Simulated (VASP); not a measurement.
# Ga2O3 (C2/m) in VASP: single point with PBE

Aim: the single point of Ga2O3 with PBE.

Program: VASP 6.6.1. These are calculated values, not measurements. Logs are shortened: lines on timing, memory, paths and dates and some standing lists are left out, and cuts for length are marked.

**1. The cell of the first run**

Symmetry: C2/m, No. 12, monoclinic system. Conventional cell: a = 12.443 Å, b = 3.086 Å, c = 5.878 Å, α = 90.00°, β = 103.72°, γ = 90.00°. Within 2.5 Å of Ga (site symmetry m) lie 4 O at 1.86 to 1.89 Å. Within 2.6 Å of Ga (site symmetry m) lie 6 O at 1.97 to 2.11 Å. O (site symmetry m) has 3 Ga at 1.86 to 1.97 Å within 2.5 Å. O (site symmetry m) has 4 Ga at 1.89 to 2.11 Å within 2.5 Å. Within 2.5 Å of O (site symmetry m) lie 3 Ga at 1.86 to 1.97 Å.

**2. Single point, PBE**

Contents of INCAR:

```
PREC = Accurate
ENCUT = 520
EDIFF = 1E-7
ISMEAR = 0
SIGMA = 0.01
LREAL = F
LASPH = T
NELM = 60
ALGO = Normal
ISIF = 2
LWAVE = F
LCHARG = F
GGA = PE
NBANDS = 55
```

Contents of KPOINTS:

```
Automatic mesh
0
Gamma
  4 4 4
```

Contents of POSCAR:

```
Ga2O3
1.0
    6.2216705593     -1.5429722411      0.0096942745
    6.2216705593      1.5429722411      0.0096942745
   -1.4030763810      0.0000000000      5.7083824671
Ga O
4 6
Direct
    0.0899391105      0.0899391105      0.7947813756
    0.9100608895      0.9100608895      0.2052186244
    0.6585022585      0.6585022585      0.3141063194
    0.3414977415      0.3414977415      0.6858936806
    0.1634821439      0.1634821439      0.1092935998
    0.8365178561      0.8365178561      0.8907064002
    0.1736906179      0.1736906179      0.5643589496
    0.8263093821      0.8263093821      0.4356410504
    0.4959722361      0.4959722361      0.2566419049
    0.5040277639      0.5040277639      0.7433580951
```

Potentials or basis: VASP PAW PBE potentials, release 64 (Ga_d, O).

The run is started by

```
cat potpaw_PBE.64/Ga_d/POTCAR potpaw_PBE.64/O/POTCAR > POTCAR
mpirun -np 1 vasp_std > vasp.out
```

OUTCAR:

```text
PREC = Accurate
   ENCUT = 520
   EDIFF = 1E-7
   ISMEAR = 0
   LREAL = F
   LASPH = T
   NELM = 60
   ISIF = 2
   GGA = PE

 ion  position               nearest neighbor table
   1  0.090  0.090  0.795-   5 1.86  10 1.86  10 1.86   7 1.89
   2  0.910  0.910  0.205-   6 1.86   9 1.86   9 1.86   8 1.89
   3  0.659  0.659  0.314-   5 1.97   5 1.97   9 1.97   8 2.04   7 2.11   7 2.11
   4  0.341  0.341  0.686-   6 1.97   6 1.97  10 1.97   7 2.04   8 2.11   8 2.11
   5  0.163  0.163  0.109-   1 1.86   3 1.97   3 1.97
   6  0.837  0.837  0.891-   2 1.86   4 1.97   4 1.97
   7  0.174  0.174  0.564-   1 1.89   4 2.04   3 2.11   3 2.11
   8  0.826  0.826  0.436-   2 1.89   3 2.04   4 2.11   4 2.11
   9  0.496  0.496  0.257-   2 1.86   2 1.86   3 1.97
  10  0.504  0.504  0.743-   1 1.86   1 1.86   4 1.97

  LATTYP: Found a base centered monoclinic cell.
 ALAT       =    12.4433562237
 B/A-ratio  =     0.2479993682
 C/A-ratio  =     0.4724036286
 COS(beta)  =    -0.2371745850

  Lattice vectors:

 A1 = (   6.2216705593,  -1.5429722411,   0.0096942745)
 A2 = (   6.2216705593,   1.5429722411,   0.0096942745)
 A3 = (  -1.4030763810,   0.0000000000,   5.7083824671)

Analysis of symmetry for initial positions (statically):
=====================================================================
 Subroutine PRICEL returns:
 Original cell was already a primitive cell.

 Routine SETGRP: Setting up the symmetry group for a
 base centered monoclinic supercell.

 Subroutine GETGRP returns: Found  4 space group operations
 (whereof  4 operations were pure point group operations)
 out of a pool of  4 trial point group operations.

The static configuration has the point symmetry C_2h.

Analysis of symmetry for dynamics (positions and initial velocities):
=====================================================================
 Subroutine PRICEL returns:
 Original cell was already a primitive cell.

 Routine SETGRP: Setting up the symmetry group for a
 base centered monoclinic supercell.

 Subroutine GETGRP returns: Found  4 space group operations
 (whereof  4 operations were pure point group operations)
 out of a pool of  4 trial point group operations.

The dynamic configuration has the point symmetry C_2h.

 Subroutine INISYM returns: Found  4 space group operations
 (whereof  4 operations are pure point group operations),
 and found     1 'primitive' translations

----------------------------------------------------------------------------------------

                                     Primitive cell

  volume of cell :     109.6414

  direct lattice vectors                    reciprocal lattice vectors
     6.221670559 -1.542972241  0.009694275     0.080333502 -0.324049900  0.019745355
     6.221670559  1.542972241  0.009694275     0.080333502  0.324049900  0.019745355
    -1.403076381  0.000000000  5.708382467    -0.000272853  0.000000000  0.175113909

  length of vectors
     6.410151470  6.410151470  5.878286631     0.334442354  0.334442354  0.175114121

  position of ions in fractional coordinates (direct lattice)
     0.089939110  0.089939110  0.794781376
     0.910060890  0.910060890  0.205218624
     0.658502259  0.658502259  0.314106319
     0.341497741  0.341497741  0.685893681
     0.163482144  0.163482144  0.109293600
     0.836517856  0.836517856  0.890706400
     0.173690618  0.173690618  0.564358950
     0.826309382  0.826309382  0.435641050
     0.495972236  0.495972236  0.256641905
     0.504027764  0.504027764  0.743358095

  ion indices of the primitive-cell ions
   primitive index   ion index
                 1           1
                 2           2
                 3           3
                 4           4
                 5           5
                 6           6
                 7           7
                 8           8
                 9           9
                10          10

----------------------------------------------------------------------------------------

 KPOINTS: Automatic mesh

Automatic generation of k-mesh.
 Grid dimensions read from file:
 generate k-points for:    4    4    4

 Generating k-lattice:

  Cartesian coordinates                     Fractional coordinates (reciprocal lattice)
     0.020083375 -0.081012475  0.004936339     0.250000000  0.000000000  0.000000000
     0.020083375  0.081012475  0.004936339     0.000000000  0.250000000  0.000000000
    -0.000068213  0.000000000  0.043778477     0.000000000  0.000000000  0.250000000

  Length of vectors
     0.083610588  0.083610588  0.043778530

  Shift w.r.t. Gamma in fractional coordinates (k-lattice)
     0.000000000  0.000000000  0.000000000

 Subroutine IBZKPT returns following result:
 ===========================================

 Found     24 irreducible k-points:

 Following reciprocal coordinates:
            Coordinates               Weight
  0.000000  0.000000  0.000000      1.000000
  0.250000  0.000000  0.000000      4.000000
  0.500000  0.000000  0.000000      2.000000
  0.250000  0.250000 -0.000000      2.000000
  0.500000  0.250000  0.000000      4.000000
 -0.250000  0.250000  0.000000      2.000000
[... 16 lines left out ...]
 -0.250000  0.250000  0.500000      2.000000
  0.500000  0.500000  0.500000      1.000000
   k-points           NKPTS =     24   k-points in BZ     NKDIM =     24   number of bands    NBANDS=     55
   number of dos      NEDOS =    301   number of ions     NIONS =     10
   total plane-waves  NPLWV = 110592
   dimension x,y,z NGX =    48 NGY =   48 NGZ =   48
   dimension x,y,z NGXF=    96 NGYF=   96 NGZF=   96
   ions per type =               4   6
   NGX,Y,Z   is equivalent  to a cutoff of  12.45, 12.45, 13.58 a.u.
   NGXF,Y,Z  is equivalent  to a cutoff of  24.90, 24.90, 27.15 a.u.
 SYSTEM =  unknown system
   PREC   = accura    normal or accurate (medium, high low for compatibility)
   ISTART =      0    job   : 0-new  1-cont  2-samecut
   ICHARG =      2    charge: 1-file 2-atom 10-const
   ISPIN  =      1    spin polarized calculation?
   LNONCOLLINEAR =      F non collinear calculations
   LSORBIT =      F    spin-orbit coupling
   LASPH  =      T    aspherical Exc in radial PAW
   ENCUT  =  520.0 eV  38.22 Ry    6.18 a.u.  11.92 11.92 10.93*2*pi/ulx,y,z
   NELM   =     60;   NELMIN=  2; NELMDL= -5     # of ELM steps
   EDIFF  = 0.1E-06   stopping-criterion for ELM
   LREAL  =      F    real-space projection
   EDIFFG = 0.1E-05   stopping-criterion for IOM
   NSW    =      0    number of steps for IOM
   IBRION =     -1    ionic relax: 0-MD 1-quasi-New 2-CG
   NFREE  =      0    steps in history (QN), initial steepest desc. (CG)
   ISIF   =      2    stress and relaxation
   ISYM   =      2    0-nonsym 1-usesym 2-fastsym
   POTIM  = 0.5000    time-step for ionic-motion
   TEBEG  =    0.0;   TEEND  =   0.0 temperature during run
   PSTRESS=    0.0 pullay stress
   NELECT =      88.0000    total number of electrons
   NUPDOWN=      -1.0000    fix difference up-down
   EMIN   =  10.00;   EMAX   =-10.00  energy-range for DOS
   EFERMI =   0.00;   METHOD = LEGACY
   ISMEAR =     0;   SIGMA  =   0.01  broadening in eV -4-tet -1-fermi 0-gaus
   EFERMI_NEDOS =   21; number of points for ismear=-14 and -15
   IALGO  =     38    algorithm
   IMIX   =      4    mixing-type and parameters
     AMIX     =   0.40;   BMIX     =  1.00
     AMIX_MAG =   1.60;   BMIX_MAG =  1.00
  volume/ion in A,a.u.               =      10.96        73.99
  Fermi-wavevector in a.u.,A,eV,Ry     =   1.521403  2.875035 31.492952  2.314667
  Thomas-Fermi vector in A             =   2.630123
   LORBIT       =      0    0 simple, 1 ext, 2 COOP (PROOUT), +10 PAW based schemes
   GGA     = PE    functional components
   LHFCALC =     F    Hartree Fock is set to
   AEXX    =    0.0000 exact exchange contribution
   IVDW    =     0    specifies the selected vdW correction
   LEPSILON=     F    determine dielectric tensor
   LRPA    =     F    only Hartree local field effects (RPA)
 non-spin polarized calculation
 Gauss-broadening in eV      SIGMA  =   0.01
  energy-cutoff  :      520.00
  volume of cell :      109.64
 maximum number of plane-waves:      2974
   NGX = 23   NGY = 23   NGZ = 21

 number of electron      87.9999988 magnetization

 Free energy of the ion-electron system (eV)
  ---------------------------------------------------
  ext. energy  EPLUGINS =         0.00000000
  ---------------------------------------------------
  free energy    TOTEN  =       -59.66173831 eV

  energy without entropy =      -59.66173831  energy(sigma->0) =      -59.66173831

 E-fermi :   3.5477     XC(G=0): -11.3733

 val. band max:        3.4317612798   @ k =   0.5000   0.5000   0.5000
 cond. band min:       5.4363582834   @ k =   0.0000   0.0000   0.0000
 fundamental gap:      2.0045970036
 Fermi energy:         3.5476720059

 k-point     1 :       0.0000    0.0000    0.0000
  band No.  band energies     occupation
      1     -15.1837      2.00000
      2     -14.1271      2.00000
      3     -14.0949      2.00000
      4     -13.9891      2.00000
      5     -13.5488      2.00000
      6     -13.5416      2.00000
[... 47 lines left out ...]
     54      15.4241      0.00000
     55      15.6508      0.00000

 k-point     2 :       0.2500    0.0000    0.0000
  band No.  band energies     occupation
      1     -14.7704      2.00000
      2     -14.0544      2.00000
      3     -13.9806      2.00000
      4     -13.8007      2.00000
      5     -13.5614      2.00000
      6     -13.5469      2.00000
[... 47 lines left out ...]
     54      13.8841      0.00000
     55      14.6618      0.00000
[... 1216 lines left out ...]
     54      14.7403      0.00000
     55      14.9251      0.00000

 k-point    24 :       0.5000    0.5000    0.5000
  band No.  band energies     occupation
      1     -14.7982      2.00000
      2     -14.4344      2.00000
      3     -14.2771      2.00000
      4     -13.9570      2.00000
      5     -13.6735      2.00000
      6     -13.4519      2.00000
[... 47 lines left out ...]
     54      15.1753      0.00000
     55      16.0396      0.00000

------------------------ aborting loop because EDIFF is reached ----------------------------------------

  FORCE on cell =-STRESS in cart. coord.  units (eV):
  Direction    XX          YY          ZZ          XY          YZ          ZX
  --------------------------------------------------------------------------------------
  -------------------------------------------------------------------------------------
  Total        0.4061052      0.4969243      0.4050305      0.0000000      0.0000000      0.0191394
  in kB        5.9343700      7.2614999      5.9186658      0.0000000      0.0000000      0.2796822
  external PRESSURE =       6.3715119 kB  Pullay stress =       0.0000000 kB

 VOLUME and BASIS-vectors are now :
 -----------------------------------------------------------------------------
  energy-cutoff  :      520.00
  volume of cell :      109.64
      direct lattice vectors                 reciprocal lattice vectors
     6.221670559 -1.542972241  0.009694275     0.080333502 -0.324049900  0.019745355
     6.221670559  1.542972241  0.009694275     0.080333502  0.324049900  0.019745355
    -1.403076381  0.000000000  5.708382467    -0.000272853  0.000000000  0.175113909

 POSITION                                       TOTAL-FORCE (eV/Angst)
 -----------------------------------------------------------------------------------
      0.00400      0.00000      4.53866         0.003016      0.000000      0.006170
     11.03626      0.00000      1.18911        -0.003016      0.000000     -0.006170
      7.75325      0.00000      1.80581        -0.009611      0.000000     -0.001947
      3.28701      0.00000      3.92196         0.009611      0.000000      0.001947
      1.88092      0.00000      0.62706         0.019671      0.000000     -0.016634
      9.15935      0.00000      5.10071        -0.019671      0.000000      0.016634
      1.36945      0.00000      3.22494        -0.009659      0.000000     -0.002962
      9.67081      0.00000      2.50283         0.009659      0.000000      0.002962
      5.81146      0.00000      1.47463         0.003732      0.000000      0.005680
      5.22880      0.00000      4.25314        -0.003732      0.000000     -0.005680
 -----------------------------------------------------------------------------------
    total drift:                                0.000000      0.000000      0.000000

  FREE ENERGIE OF THE ION-ELECTRON SYSTEM (eV)
  ---------------------------------------------------
  free  energy   TOTEN  =       -59.6617383076 eV

  energy  without entropy=      -59.6617383076  energy(sigma->0) =      -59.66173831
```

Run time: 3.8 min. Hardware: 1 thread of Oxide Virtual Turin-like, shared host; peak memory 0.33 GiB.

What came out:

- Free energy: -59.6617 eV
- Pressure: 0.6 GPa
- Largest force: 0.026 eV/Å
- Band gap on the k mesh: 2.00 eV (least direct gap 2.02 eV)

Forces in eV/Å, atoms in the order of the input:
```
Ga   0.003  0.000  0.006
Ga  -0.003  0.000 -0.006
Ga  -0.010  0.000 -0.002
Ga   0.010  0.000  0.002
O    0.020  0.000 -0.017
O   -0.020  0.000  0.017
O   -0.010  0.000 -0.003
O    0.010  0.000  0.003
O    0.004  0.000  0.006
O   -0.004  0.000 -0.006
```

Stress tensor (GPa, compression positive):
```
0.59 0.00 0.03
0.00 0.73 0.00
0.03 0.00 0.59
```

Caveat: the k points lie up to 0.53 Å⁻¹ apart.
